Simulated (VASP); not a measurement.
Here is a VASP 6.6.1 calculation.

The input INCAR:

```
SYSTEM = CdS
ALGO     = Normal         ! electronic algorithm
EDIFF    = 1E-7           ! SCF threshold, eV
ENCUT    = 520            ! plane-wave cutoff, eV
GGA      = RE             ! functional
ISIF     = 2              ! what is computed and relaxed
ISMEAR   = -1             ! smearing method
ISPIN    = 2              ! spin polarisation
LASPH    = .True.         ! aspherical terms in the spheres
LCHARG   = .True.         ! write CHGCAR
LELF     = .True.         ! ELF
LORBIT   = 11             ! projections on sites
LREAL    = .False.        ! projectors in reciprocal space
LVHAR    = .True.       
LWAVE    = .False.        ! write WAVECAR
MAGMOM   = 0.2 0.2        ! initial moments
NBANDS   = 20             ! bands
NELM     = 150            ! most SCF steps
PREC     = Accurate       ! precision mode
SIGMA    = 0.05           ! smearing width, eV
```

The input KPOINTS:

```
k-points
0
Gamma
  14 14 14
  0 0 0
```

File POSCAR:

```
CdS
1.0
    3.1120799152      0.0000000000      0.0000000000
    0.0000000000      3.1120799152      0.0000000000
    0.0000000000      0.0000000000      3.1120799152
Cd S
1 1
Direct
    0.0000000000      0.0000000000      0.0000000000
    0.5000000000      0.5000000000      0.5000000000
```

Potentials or basis: VASP PAW PBE potentials, release 64 (Cd, S).

Run with:

```console
$ cat potpaw_PBE.64/Cd/POTCAR potpaw_PBE.64/S/POTCAR > POTCAR
$ mpirun -np 1 vasp_std > vasp.out
```

Q: What does it give for the net moment?

A: 0.00 μB per cell.

Q: What does it give for the pressure?

A: 40.1 GPa.

Caveat: the PAW data sets were made with another functional, which shifts forces and pressure a little.
